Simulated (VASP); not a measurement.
# Mg (Im-3m) in VASP: notebook

The runs below take Mg through single point, relaxation of cell and atoms, with r2SCAN.

All numbers are computed with VASP 6.6.1; they aren't measurements. Logs are shortened: lines on timing, memory, paths and dates and some standing lists are left out, and cuts for length are marked.

### Step 1. The cell of the first run

Symmetry: Im-3m, No. 229, cubic system. Conventional cell: a = 3.604 Å, b = 3.604 Å, c = 3.604 Å, α = 90.00°, β = 90.00°, γ = 90.00°. Mg (site symmetry m-3m) has 14 Mg at 3.12 to 3.60 Å within 4.1 Å.

This isn't the form of Mg at room conditions, which is hcp.

### Step 2. Single point, r2SCAN (23.40 Å³/atom)

Contents of POSCAR:

```
Mg
1.0
   -1.8018622151      1.8018622151      1.8018622151
    1.8018622151     -1.8018622151      1.8018622151
    1.8018622151      1.8018622151     -1.8018622151
Mg
1
Direct
    0.0000000000      0.0000000000      0.0000000000
```

Contents of INCAR.step1:

```
SYSTEM = Mg
  PREC = Accurate
  ENCUT = 520
  ISMEAR = -1
  SIGMA = 0.1
  LREAL = .False.
  LASPH = .True.
  NELM = 80
  NBANDS = 7
  GGA = PE
  ALGO = Normal
  EDIFF = 1E-4
  LWAVE = .True.
  LCHARG = .False.
```

Contents of INCAR.step2:

```
SYSTEM = Mg
  PREC = Accurate
  ENCUT = 520
  EDIFF = 1E-6
  ISMEAR = -1
  SIGMA = 0.1
  LREAL = .False.
  LASPH = .True.
  NELM = 80
  ALGO = Normal
  ISIF = 2
  LWAVE = .False.
  LCHARG = .False.
  METAGGA = R2SCAN
  LMIXTAU = .True.
  NBANDS = 7
  ISTART = 1
```

Contents of KPOINTS:

```
Automatic mesh
0
Gamma
  14 14 14
  0 0 0
```

Potentials or basis: VASP PAW PBE potentials, release 64 (Mg).

Started as:

```console
$ cat potpaw_PBE.64/Mg/POTCAR > POTCAR
$ cp INCAR.step1 INCAR
$ mpirun -np 1 vasp_std > vasp.out
$ cp INCAR.step2 INCAR
$ mpirun -np 1 vasp_std > vasp.out
```

OUTCAR:

```text
SYSTEM = Mg
   PREC = Accurate
   ENCUT = 520
   EDIFF = 1E-6
   ISMEAR = -1
   LREAL = .False.
   LASPH = .True.
   NELM = 80
   ISIF = 2
   METAGGA = R2SCAN
   ISTART = 1

 ion  position               nearest neighbor table
   1  0.000  0.000  0.000-

  LATTYP: Found a body centered cubic cell.
 ALAT       =     3.6037244302

  Lattice vectors:

 A1 = (  -1.8018622151,   1.8018622151,   1.8018622151)
 A2 = (   1.8018622151,  -1.8018622151,   1.8018622151)
 A3 = (   1.8018622151,   1.8018622151,  -1.8018622151)

Analysis of symmetry for initial positions (statically):
=====================================================================
 Subroutine PRICEL returns:
 Original cell was already a primitive cell.

 Routine SETGRP: Setting up the symmetry group for a
 body centered cubic supercell.

 Subroutine GETGRP returns: Found 48 space group operations
 (whereof 48 operations were pure point group operations)
 out of a pool of 48 trial point group operations.

The static configuration has the point symmetry O_h .

Analysis of symmetry for dynamics (positions and initial velocities):
=====================================================================
 Subroutine PRICEL returns:
 Original cell was already a primitive cell.

 Routine SETGRP: Setting up the symmetry group for a
 body centered cubic supercell.

 Subroutine GETGRP returns: Found 48 space group operations
 (whereof 48 operations were pure point group operations)
 out of a pool of 48 trial point group operations.

The dynamic configuration has the point symmetry O_h .

 Subroutine INISYM returns: Found 48 space group operations
 (whereof 48 operations are pure point group operations),
 and found     1 'primitive' translations

----------------------------------------------------------------------------------------

                                     Primitive cell

  volume of cell :      23.4005

  direct lattice vectors                    reciprocal lattice vectors
    -1.801862215  1.801862215  1.801862215     0.000000000  0.277490696  0.277490696
     1.801862215 -1.801862215  1.801862215     0.277490696  0.000000000  0.277490696
     1.801862215  1.801862215 -1.801862215     0.277490696  0.277490696  0.000000000

  length of vectors
     3.120916905  3.120916905  3.120916905     0.392431106  0.392431106  0.392431106

  position of ions in fractional coordinates (direct lattice)
     0.000000000  0.000000000  0.000000000

  ion indices of the primitive-cell ions
   primitive index   ion index
                 1           1

----------------------------------------------------------------------------------------

 KPOINTS: Automatic mesh

Automatic generation of k-mesh.
 Grid dimensions read from file:
 generate k-points for:   14   14   14

 Generating k-lattice:

  Cartesian coordinates                     Fractional coordinates (reciprocal lattice)
     0.000000000  0.019820764  0.019820764     0.071428571  0.000000000  0.000000000
     0.019820764  0.000000000  0.019820764     0.000000000  0.071428571  0.000000000
     0.019820764  0.019820764  0.000000000     0.000000000  0.000000000  0.071428571

  Length of vectors
     0.028030793  0.028030793  0.028030793

  Shift w.r.t. Gamma in fractional coordinates (k-lattice)
     0.000000000  0.000000000  0.000000000

 Subroutine IBZKPT returns following result:
 ===========================================

 Found    104 irreducible k-points:

 Following reciprocal coordinates:
            Coordinates               Weight
  0.000000  0.000000  0.000000      1.000000
  0.071429  0.000000  0.000000     12.000000
  0.142857  0.000000  0.000000     12.000000
  0.214286  0.000000  0.000000     12.000000
  0.285714  0.000000  0.000000     12.000000
  0.357143  0.000000  0.000000     12.000000
[... 16 lines left out ...]
  0.285714  0.285714  0.000000     24.000000
  0.357143  0.285714  0.000000     24.000000
 [... further k-points ...]
   k-points           NKPTS =    104   k-points in BZ     NKDIM =    104   number of bands    NBANDS=      7
   number of dos      NEDOS =    301   number of ions     NIONS =      1
   total plane-waves  NPLWV =  13824
   dimension x,y,z NGX =    24 NGY =   24 NGZ =   24
   dimension x,y,z NGXF=    48 NGYF=   48 NGZF=   48
   ions per type =               1
   NGX,Y,Z   is equivalent  to a cutoff of  12.78, 12.78, 12.78 a.u.
   NGXF,Y,Z  is equivalent  to a cutoff of  25.57, 25.57, 25.57 a.u.
 SYSTEM =  Mg
   PREC   = accura    normal or accurate (medium, high low for compatibility)
   ISTART =      1    job   : 0-new  1-cont  2-samecut
   ICHARG =      0    charge: 1-file 2-atom 10-const
   ISPIN  =      1    spin polarized calculation?
   LNONCOLLINEAR =      F non collinear calculations
   LSORBIT =      F    spin-orbit coupling
   LASPH  =      T    aspherical Exc in radial PAW
   ENCUT  =  520.0 eV  38.22 Ry    6.18 a.u.   5.80  5.80  5.80*2*pi/ulx,y,z
   NELM   =     80;   NELMIN=  2; NELMDL=  0     # of ELM steps
   EDIFF  = 0.1E-05   stopping-criterion for ELM
   LREAL  =      F    real-space projection
   EDIFFG = 0.1E-04   stopping-criterion for IOM
   NSW    =      0    number of steps for IOM
   IBRION =     -1    ionic relax: 0-MD 1-quasi-New 2-CG
   NFREE  =      0    steps in history (QN), initial steepest desc. (CG)
   ISIF   =      2    stress and relaxation
   ISYM   =      2    0-nonsym 1-usesym 2-fastsym
   POTIM  = 0.5000    time-step for ionic-motion
   TEBEG  =    0.0;   TEEND  =   0.0 temperature during run
   PSTRESS=    0.0 pullay stress
   NELECT =       2.0000    total number of electrons
   NUPDOWN=      -1.0000    fix difference up-down
   EMIN   =  10.00;   EMAX   =-10.00  energy-range for DOS
   EFERMI =   0.00;   METHOD = LEGACY
   ISMEAR =    -1;   SIGMA  =   0.10  broadening in eV -4-tet -1-fermi 0-gaus
   EFERMI_NEDOS =   21; number of points for ismear=-14 and -15
   IALGO  =     38    algorithm
   IMIX   =      4    mixing-type and parameters
     AMIX     =   0.40;   BMIX     =  1.00
     AMIX_MAG =   1.60;   BMIX_MAG =  1.00
  volume/ion in A,a.u.               =      23.40       157.91
  Fermi-wavevector in a.u.,A,eV,Ry     =   0.721124  1.362727  7.075298  0.520020
  Thomas-Fermi vector in A             =   1.810752
   LORBIT       =      0    0 simple, 1 ext, 2 COOP (PROOUT), +10 PAW based schemes
   METAGGA = R2SCAN    functional components
   LHFCALC =     F    Hartree Fock is set to
   AEXX    =    0.0000 exact exchange contribution
   IVDW    =     0    specifies the selected vdW correction
   LEPSILON=     F    determine dielectric tensor
   LRPA    =     F    only Hartree local field effects (RPA)
 non-spin polarized calculation
  energy-cutoff  :      520.00
  volume of cell :       23.40
 maximum number of plane-waves:       646
   NGX = 11   NGY = 11   NGZ = 11

 number of electron       2.0000000 magnetization

 Free energy of the ion-electron system (eV)
  ---------------------------------------------------
  ext. energy  EPLUGINS =         0.00000000
  ---------------------------------------------------
  free energy    TOTEN  =        -4.12244449 eV

  energy without entropy =       -4.10977285  energy(sigma->0) =       -4.11610867

 E-fermi :   2.6209     XC(G=0):  -8.9781

 val. band max:        2.6185515147   @ k =   0.3571   0.1429   0.1429
 cond. band min:       2.6552409453   @ k =  -0.4286   0.4286   0.3571
 fundamental gap:      0.0366894305
 Fermi energy:         2.6208656667

 k-point     1 :       0.0000    0.0000    0.0000
  band No.  band energies     occupation
      1      -4.7513      2.00000
      2      16.3379      0.00000
      3      16.3379      0.00000
      4      16.3379      0.00000
      5      18.4765      0.00000
      6      18.4810      0.00000
      7      18.6901      0.00000

 k-point     2 :       0.0714    0.0000    0.0000
  band No.  band energies     occupation
      1      -4.6250      2.00000
      2      14.8844      0.00000
      3      15.7022      0.00000
      4      15.7679      0.00000
      5      17.3200      0.00000
      6      17.5780      0.00000
      7      18.8806      0.00000

 k-point     3 :       0.1429    0.0000    0.0000
  band No.  band energies     occupation
      1      -4.2469      2.00000
      2      12.3062      0.00000
      3      14.5996      0.00000
      4      14.8436      0.00000
      5      16.1216      0.00000
      6      16.9874      0.00000
      7      19.2437      0.00000

 k-point     4 :       0.2143    0.0000    0.0000
  band No.  band energies     occupation
      1      -3.6199      2.00000
      2       9.7432      0.00000
      3      13.5755      0.00000
      4      14.0126      0.00000
      5      15.1249      0.00000
      6      16.3591      0.00000
      7      19.8761      0.00000

 k-point     5 :       0.2857    0.0000    0.0000
  band No.  band energies     occupation
      1      -2.7488      2.00000
      2       7.3421      0.00000
      3      12.7467      0.00000
      4      13.3506      0.00000
      5      14.3475      0.00000
      6      15.7581      0.00000
      7      20.5886      0.00000
[... 161 lines left out ...]
 k-point    22 :       0.3571    0.2143    0.0000
  band No.  band energies     occupation
      1       1.2008      2.00000
      2       3.0285      0.03337
      3       6.4461      0.00000
      4      11.4533      0.00000
      5      16.2791      0.00000
      6      19.2852      0.00000
      7      20.3298      0.00000

 k-point    23 :       0.2857    0.2857    0.0000
  band No.  band energies     occupation
      1       1.1074      2.00000
      2       4.0718      0.00000
      3       5.1674      0.00000
      4      11.3443      0.00000
      5      17.2967      0.00000
      6      18.2203      0.00000
      7      20.7354      0.00000

 k-point    24 :       0.3571    0.2857    0.0000
  band No.  band energies     occupation
      1       2.3152      1.91010
      2       2.9409      0.07830
      3       4.7564      0.00000
      4      11.2337      0.00000
      5      17.5057      0.00000
      6      18.8043      0.00000
      7      19.7971      0.00000

 [... further k-points ...]

------------------------ aborting loop because EDIFF is reached ----------------------------------------

  FORCE on cell =-STRESS in cart. coord.  units (eV):
  Direction    XX          YY          ZZ          XY          YZ          ZX
  --------------------------------------------------------------------------------------
  -------------------------------------------------------------------------------------
  Total       -0.2333602     -0.2333602     -0.2333602      0.0000000     -0.0000000      0.0000000
  in kB      -15.9776386    -15.9776386    -15.9776386      0.0000000     -0.0000000      0.0000000
  external PRESSURE =     -15.9776386 kB  Pullay stress =       0.0000000 kB

 VOLUME and BASIS-vectors are now :
 -----------------------------------------------------------------------------
  energy-cutoff  :      520.00
  volume of cell :       23.40
      direct lattice vectors                 reciprocal lattice vectors
    -1.801862215  1.801862215  1.801862215     0.000000000  0.277490696  0.277490696
     1.801862215 -1.801862215  1.801862215     0.277490696  0.000000000  0.277490696
     1.801862215  1.801862215 -1.801862215     0.277490696  0.277490696  0.000000000

 POSITION                                       TOTAL-FORCE (eV/Angst)
 -----------------------------------------------------------------------------------
      0.00000      0.00000      0.00000         0.000000      0.000000     -0.000000
 -----------------------------------------------------------------------------------
    total drift:                                0.000000      0.000000      0.000000

  FREE ENERGIE OF THE ION-ELECTRON SYSTEM (eV)
  ---------------------------------------------------
  free  energy   TOTEN  =        -4.1224444949 eV

  energy  without entropy=       -4.1097728504  energy(sigma->0) =       -4.11610867
```

It took 92 s on 1 thread of AMD EPYC 7R13, shared host; peak memory 0.12 GiB.

Results:

```yaml
Free_energy: -4.1224 eV
Pressure: -1.6 GPa
Band_gap_on_the_k_mesh: zero (bands 1 and 2 overlap by 4.94 eV)
```

Levels at points of the mesh, in eV from the Fermi level:
| k point | band 1 | band 2 | band 3 | band 4 | band 5 | band 6 |
| --- | --- | --- | --- | --- | --- | --- |
| (0.00, 0.00, 0.00) | -7.37 | 13.72 | 13.72 | 13.72 | 15.86 | 15.86 |
| (0.50, 0.00, 0.00) | -1.71 | -0.92 | 9.04 | 9.87 | 10.73 | 12.24 |
| (0.50, 0.50, 0.50) | 4.02 | 4.02 | 4.02 | 4.10 | 4.10 | 8.29 |

Caveat: the PAW data sets were made with another functional, which shifts forces and pressure a little.

### Step 3. Single point, r2SCAN (24.30 Å³/atom)

This run uses another cell than the first one, of 24.30 Å³/atom.

Contents of POSCAR:

```
Mg
1.0
   -1.8246730191      1.8246730191      1.8246730191
    1.8246730191     -1.8246730191      1.8246730191
    1.8246730191      1.8246730191     -1.8246730191
Mg
1
Direct
    0.0000000000      0.0000000000      0.0000000000
```

INCAR.step1 is that of step 2.

Edit INCAR.step2 of step 2 so:

```diff
@@ -3,3 +3,3 @@
   ENCUT = 520
-  EDIFF = 1E-6
+  EDIFF = 1E-7
   ISMEAR = -1
```

Contents of KPOINTS:

```
regular mesh
0
Gamma
  14 14 14
  0 0 0
```

Potentials or basis: VASP PAW PBE potentials, release 64 (Mg).

Started as:

```console
$ cat potpaw_PBE.64/Mg/POTCAR > POTCAR
$ cp INCAR.step1 INCAR
$ mpirun -np 1 vasp_std > vasp.out
$ cp INCAR.step2 INCAR
$ mpirun -np 1 vasp_std > vasp.out
```

It took 1.7 min on 1 thread of AMD EPYC 7R13, shared host; peak memory 0.12 GiB.

The run converged. Its results:

| Quantity | Value |
| --- | --- |
| Free energy | -4.1101 eV |
| Pressure | -2.8 GPa |
| Band gap on the k mesh | zero (bands 1 and 2 overlap by 4.83 eV) |

Levels at points of the mesh, in eV from the Fermi level:
```tsv
k point	band 1	band 2	band 3	band 4
(0.00, 0.00, 0.00)	-7.20	13.47	13.47	13.47
(0.50, 0.00, 0.00)	-1.64	-0.92	8.91	9.58
(0.50, 0.50, 0.50)	3.91	3.91	3.91	4.09
```

Caveat: the PAW data sets were made with another functional, which shifts forces and pressure a little.

[end of part 1 of 2]

The gap in the log of VASP goes by the Fermi energy; the results here count the filled bands.